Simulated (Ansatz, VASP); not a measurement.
# SiC in VASP and in Ansatz

Contents of POSCAR:

```
SiC
1.0
    0.0000000000      2.1996186222      2.1996186222
    2.1996186222      0.0000000000      2.1996186222
    2.1996186222      2.1996186222      0.0000000000
Si C
1 1
Direct
    0.0000000000      0.0000000000      0.0000000000
    0.2500000000      0.2500000000      0.2500000000
```

The input INCAR.step1:

```
SYSTEM = SiC
PREC = Accurate ; ENCUT = 520
ISMEAR = 0 ; SIGMA = 0.01
LREAL = .False. ; LASPH = .True.
NELM = 100 ; NBANDS = 11
GGA = PE ; ALGO = Normal
EDIFF = 1E-4 ; LWAVE = .True.
LCHARG = .False.
```

File INCAR.step2:

```
SYSTEM = SiC
PREC = Accurate ; ENCUT = 520
EDIFF = 1E-7 ; ISMEAR = 0
SIGMA = 0.01 ; LREAL = .False.
LASPH = .True. ; NELM = 100
ALGO = Normal ; ISIF = 2
LWAVE = .False. ; LCHARG = .False.
METAGGA = R2SCAN ; LMIXTAU = .True.
NBANDS = 11 ; ISTART = 1
```

Contents of KPOINTS:

```
Automatic mesh
0
Gamma
  8 8 8
  0 0 0
```

Input for Ansatz:

```yaml
crystal:
  lattice:
    - [0.0, 2.1996186222, 2.1996186222]
    - [2.1996186222, 0.0, 2.1996186222]
    - [2.1996186222, 2.1996186222, 0.0]
  atoms:
    - { symbol: Si, position: [0.0, 0.0, 0.0] }
    - { symbol: C, position: [0.25, 0.25, 0.25] }
kpoints:
  mp_grid: { grid: [8, 8, 8] }
hamiltonian:
  xc: r2scan
scf:
  occupations: { method: fixed }
  n_extra_bands: 4
output:
  forces: true
  stress: true
  eigenvalues: true
```

Alike in both runs: task single point; functional r2SCAN; k mesh 8 × 8 × 8; no spin polarisation.

|  | VASP | Ansatz |
| --- | --- | --- |
| version | VASP 6.6.1 | Ansatz 0.2.0 |
| potentials or method | VASP PAW PBE potentials, release 64 (Si, C) | plane waves, PAW |
| plane-wave cutoff (eV) | 520 | 500 |
| occupations | gaussian, width 0.01 eV | fixed |
| valence electrons in the cell | 8 | 8 |

```tsv
	VASP	Ansatz	Ansatz less VASP
gap on the k mesh at the Fermi level (eV)	1.74	1.73	-0.010
pressure (GPa)	-6.5	-6.3	+0.15
```

VASP's potentials were made for PBE, not for r2SCAN.
